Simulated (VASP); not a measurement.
# Au (Cmcm) in VASP: notebook, part 2 of 2

VASP 6.6.1. The steps go on from the part before.

### 4 Relaxation of shape and atoms at fixed volume, PBE (19.10 Å³/atom)

Contents of INCAR:

```
SYSTEM = Au
PREC = Accurate ; ENCUT = 600
EDIFF = 1E-6 ; ISMEAR = 0
SIGMA = 0.1 ; LREAL = .FALSE.
LASPH = .TRUE. ; NELM = 80
ALGO = Fast ; ISIF = 4
LWAVE = .FALSE. ; LCHARG = .FALSE.
GGA = PE ; IBRION = 2
NSW = 50 ; EDIFFG = -0.01
```

Contents of KPOINTS:

```
regular mesh
0
G
  16 16 10
  0 0 0
```

Contents of POSCAR:

```
Au
1.0
    1.4608101715     -2.6207934650      0.0000000000
    1.4608101715      2.6207934650      0.0000000000
    0.0000000000      0.0000000000      4.9880814271
Au
2
Direct
    0.6639514441      0.3360485559      0.2500000000
    0.3360485559      0.6639514441      0.7500000000
```

Potentials or basis: VASP PAW PBE potentials, release 64 (Au).

The run is started by

```bash
$ cat potpaw_PBE.64/Au/POTCAR > POTCAR
$ mpirun -np 1 vasp_std > vasp.out
```

OUTCAR:

```text
SYSTEM = Au
   PREC = Accurate
   ENCUT = 600
   EDIFF = 1E-6
   ISMEAR = 0
   LREAL = .FALSE.
   LASPH = .TRUE.
   NELM = 80
   ISIF = 4
   GGA = PE
   IBRION = 2
   NSW = 50
   EDIFFG = -0.01

 ion  position               nearest neighbor table
   1  0.664  0.336  0.250-   2 3.03   2 3.03   2 3.03   2 3.03   2 3.03   2 3.03
   2  0.336  0.664  0.750-   1 3.03   1 3.03   1 3.03   1 3.03   1 3.03   1 3.03

  LATTYP: Found a base centered orthorhombic cell.
 ALAT       =     2.9216203430
 B/A-ratio  =     1.7940684670
 C/A-ratio  =     1.7072996630

  Lattice vectors:

 A1 = (   1.4608101715,  -2.6207934650,   0.0000000000)
 A2 = (   1.4608101715,   2.6207934650,   0.0000000000)
 A3 = (   0.0000000000,   0.0000000000,   4.9880814271)

Analysis of symmetry for initial positions (statically):
=====================================================================
 Subroutine PRICEL returns:
 Original cell was already a primitive cell.

 Routine SETGRP: Setting up the symmetry group for a
 base centered orthorhombic supercell.

 Subroutine GETGRP returns: Found  8 space group operations
 (whereof  4 operations were pure point group operations)
 out of a pool of  8 trial point group operations.

The static configuration has the point symmetry C_2h.
 The point group associated with its full space group is D_2h.

Analysis of symmetry for dynamics (positions and initial velocities):
=====================================================================
 Subroutine PRICEL returns:
 Original cell was already a primitive cell.

 Routine SETGRP: Setting up the symmetry group for a
 base centered orthorhombic supercell.

 Subroutine GETGRP returns: Found  8 space group operations
 (whereof  4 operations were pure point group operations)
 out of a pool of  8 trial point group operations.

The dynamic configuration has the point symmetry C_2h.
 The point group associated with its full space group is D_2h.

 Subroutine INISYM returns: Found  8 space group operations
 (whereof  4 operations are pure point group operations),
[... 141 lines left out ...]
  ---------------------------------------------------
  ext. energy  EPLUGINS =         0.00000000
  ---------------------------------------------------
  free energy    TOTEN  =        -6.37618739 eV

  energy without entropy =       -6.37318228  energy(sigma->0) =       -6.37468484

------------------------ aborting loop because EDIFF is reached ----------------------------------------

  FORCE on cell =-STRESS in cart. coord.  units (eV):
  Direction    XX          YY          ZZ          XY          YZ          ZX
  --------------------------------------------------------------------------------------
  -------------------------------------------------------------------------------------
  Total       -1.6599992     -1.6301174     -1.5808811      0.0000000      0.0000000      0.0000000
  in kB      -69.6351231    -68.3816166    -66.3162073      0.0000000      0.0000000      0.0000000
  external PRESSURE =     -68.1109824 kB  Pullay stress =       0.0000000 kB
[... 59 lines left out ...]
--------------------------------------- Ionic step        3  -------------------------------------------

 number of electron      22.0000001 magnetization

 Free energy of the ion-electron system (eV)
  ---------------------------------------------------
  ext. energy  EPLUGINS =         0.00000000
  ---------------------------------------------------
  free energy    TOTEN  =        -6.37633388 eV

  energy without entropy =       -6.37340860  energy(sigma->0) =       -6.37487124

 E-fermi :   7.6862     XC(G=0): -12.0414

 val. band max:        7.6679372004   @ k =  -0.3125   0.3125   0.3000
 cond. band min:       7.7075075124   @ k =   0.2500   0.2500   0.0000
 fundamental gap:      0.0395703120
 Fermi energy:         7.6862365370

 k-point     1 :       0.0000    0.0000    0.0000
  band No.  band energies     occupation
      1      -1.0244      2.00000
      2       1.2446      2.00000
      3       3.3688      2.00000
      4       3.4309      2.00000
      5       3.7323      2.00000
      6       3.8709      2.00000
      7       4.0855      2.00000
      8       4.4224      2.00000
      9       4.5796      2.00000
     10       5.5985      2.00000
     11       5.6047      2.00000
     12       7.0456      2.00000
     13       9.7815      0.00000
     14      22.1932      0.00000
[... 401 lines left out ...]
      2       1.3293      2.00000
      3       3.2783      2.00000
      4       3.5011      2.00000
      5       3.7295      2.00000
      6       3.9341      2.00000
      7       4.1446      2.00000
      8       4.3559      2.00000
      9       4.5418      2.00000
     10       5.2440      2.00000
     11       5.6216      2.00000
     12       7.5248      1.97756
     13       9.7836      0.00000
     14      21.9272      0.00000
     15      23.3246      0.00000

 [... further k-points ...]

------------------------ aborting loop because EDIFF is reached ----------------------------------------

  FORCE on cell =-STRESS in cart. coord.  units (eV):
  Direction    XX          YY          ZZ          XY          YZ          ZX
  --------------------------------------------------------------------------------------
  -------------------------------------------------------------------------------------
  Total       -1.6231130     -1.6108088     -1.6247130      0.0000000     -0.0000000      0.0000000
  in kB      -68.0877882    -67.5716393    -68.1549063      0.0000000     -0.0000000      0.0000000
  external PRESSURE =     -67.9381113 kB  Pullay stress =       0.0000000 kB
[... 17 lines left out ...]
  FREE ENERGIE OF THE ION-ELECTRON SYSTEM (eV)
  ---------------------------------------------------
  free  energy   TOTEN  =        -6.3763338836 eV

  energy  without entropy=       -6.3734086035  energy(sigma->0) =       -6.37487124

 reached required accuracy - stopping structural energy minimisation
```

CONTCAR:

```text
Au
   1.00000000000000
     1.4556963206434423   -2.6191750455858256    0.0000000000000000
     1.4556963206434423    2.6191750455858256    0.0000000000000000
     0.0000000000000000    0.0000000000000000    5.0086975443709356
  Au
     2
Direct
     0.6639820732245422    0.3360179267754578    0.2500000000000000
     0.3360179267754578    0.6639820732245422    0.7500000000000000

  0.00000000E+00  0.00000000E+00  0.00000000E+00
  0.00000000E+00  0.00000000E+00  0.00000000E+00
```

Wall time 3.6 min (1 thread of AMD EPYC 9R45 (Zen 5), shared host); peak memory 0.35 GiB.

What came out:

- Free energy: -6.3763 eV
- Energy gained by relaxing: 0.1 meV/atom
- Ionic steps: 3
- Pressure after relaxing: -6.8 GPa
- Band gap on the k mesh: zero (bands 11 and 12 overlap by 6.05 eV)

Step by step:
| step | energy change (eV) | largest force (eV/Å) | pressure (GPa) | volume (Å³) |
| --- | --- | --- | --- | --- |
| 1 | 0.0000 | 0.0008 | -6.81 | 38.19 |
| 2 | -0.0001 | 0.0006 | -6.82 | 38.19 |
| 3 | -0.0001 | 0.0013 | -6.79 | 38.19 |

Final structure:
```
Au
1.0
     1.45570   -2.61918    0.00000
     1.45570    2.61918    0.00000
     0.00000    0.00000    5.00870
Au
2
Cartesian
  1.4557 -0.8590 1.2522
  1.4557 0.8590 3.7565
```

Caveat: spin-orbit coupling is left out, which moves the levels of the heavy elements.

### 5 Single point, PBE (biaxial strain in the a-b plane: -2.0 %, then relaxed in part)

Contents of INCAR:

```
SYSTEM = Au
ALGO = Fast
EDIFF = 1E-6
ENCUT = 520
GGA = PE
ISIF = 2
ISMEAR = 0
LASPH = .TRUE.
LCHARG = .FALSE.
LREAL = .FALSE.
LWAVE = .FALSE.
NBANDS = 30
NELM = 60
PREC = Accurate
SIGMA = 0.1
```

Contents of KPOINTS:

```
k-points
0
G
  18 10 12
  0 0 0
```

Contents of POSCAR:

```
Au
1.0
    2.8081129162      0.0000000000      0.0000000000
    0.0000000000      5.0379468348      0.0000000000
    0.0000000000      0.0000000000      5.0140796527
Au
4
Direct
    0.0000000000      0.3361095371      0.7500000000
    0.5000000000      0.1638904629      0.2500000000
    0.5000000000      0.8361095371      0.7500000000
    0.0000000000      0.6638904629      0.2500000000
```

The run is started by

```bash
$ cat potpaw_PBE.64/Au/POTCAR > POTCAR
$ mpirun -np 1 vasp_std > vasp.out
```

Run time: 6.6 min. Hardware: 1 thread of AMD EPYC 9R45 (Zen 5), shared host; peak memory 0.65 GiB.

The run converged. Its results:

```yaml
Free_energy: -12.8244 eV
Pressure: 2.6 GPa
Band_gap_on_the_k_mesh: zero (bands 22 and 23 overlap by 4.49 eV)
```

Stress tensor (GPa, compression positive):
```
 5.32  0.00  0.00
 0.00  2.69  0.00
 0.00  0.00 -0.24
```

Levels at points of the mesh, in eV from the Fermi level:
| k point | band 19 | band 20 | band 21 | band 22 | band 23 | band 24 | band 25 | band 26 |
| --- | --- | --- | --- | --- | --- | --- | --- | --- |
| (0.00, 0.00, 0.00) | -2.02 | -1.80 | -1.65 | -1.24 | 0.36 | 1.43 | 1.94 | 5.21 |
| (0.50, 0.00, 0.00) | -1.90 | -1.90 | 0.28 | 0.28 | 4.41 | 4.41 | 5.68 | 5.68 |
| (0.00, 0.50, 0.00) | -2.96 | -2.96 | -2.05 | -2.05 | 2.10 | 2.10 | 2.87 | 2.87 |
| (0.50, 0.50, 0.00) | -1.60 | -1.60 | 0.53 | 0.53 | 1.84 | 1.84 | 5.49 | 5.49 |
| (0.00, 0.00, 0.50) | -2.38 | -2.38 | -1.71 | -1.71 | 0.34 | 0.34 | 3.61 | 3.61 |
| (0.50, 0.00, 0.50) | -1.94 | -1.94 | 1.19 | 1.19 | 1.19 | 1.19 | 6.72 | 6.72 |
| (0.00, 0.50, 0.50) | -2.56 | -2.56 | -2.12 | -2.12 | -2.12 | -2.12 | 9.80 | 9.80 |
| (0.50, 0.50, 0.50) | -1.64 | -1.64 | 0.69 | 0.69 | 0.69 | 0.69 | 4.04 | 4.04 |

Caveat: the cell differs from its parent crystal (biaxial strain in the a-b plane: -2.0 %, then relaxed in part); the stress differs along the axes, from -0 to 5 GPa; spin-orbit coupling is left out, which moves the levels of the heavy elements.

### 6 The runs side by side

| task | cell | k mesh | cutoff (eV) | gap on the mesh (eV) | pressure (GPa) |
| --- | --- | --- | --- | --- | --- |
| single point | a = 2.923, b = 5.244, c = 4.833 Å, 4 atoms, atomic positions A | 18 × 10 × 12 | 520 | none | -3.7 |
| relaxation of shape and atoms at fixed volume | relaxed from a = 2.972, b = 2.972, c = 4.941 Å, angles 90.0, 90.0, 121.7°, 2 atoms, atomic positions B | 16 × 16 × 10 | 600 | none | -3.8 |
| relaxation of shape and atoms at fixed volume | relaxed from a = 3.000, b = 3.000, c = 4.988 Å, angles 90.0, 90.0, 121.7°, 2 atoms, atomic positions B | 16 × 16 × 10 | 600 | none | -6.8 |
| single point | a = 2.808, b = 5.038, c = 5.014 Å, 4 atoms, atomic positions C | 18 × 10 × 12 | 520 | none | 2.6 |

Alike in all rows: level PBE; potentials or basis VASP PAW PBE potentials, release 64 (Au); no spin polarisation; smearing gaussian 0.1 eV.

Caveats: spin-orbit coupling is left out, which moves the levels of the heavy elements; the cell stands under tension (at least some runs); the stress differs along the axes, from -0 to 5 GPa (at least some runs).

Total energies depend on the potentials used, so only differences within one code and one set of settings carry meaning.

The gap in the log of VASP goes by the Fermi energy; the results here count the filled bands.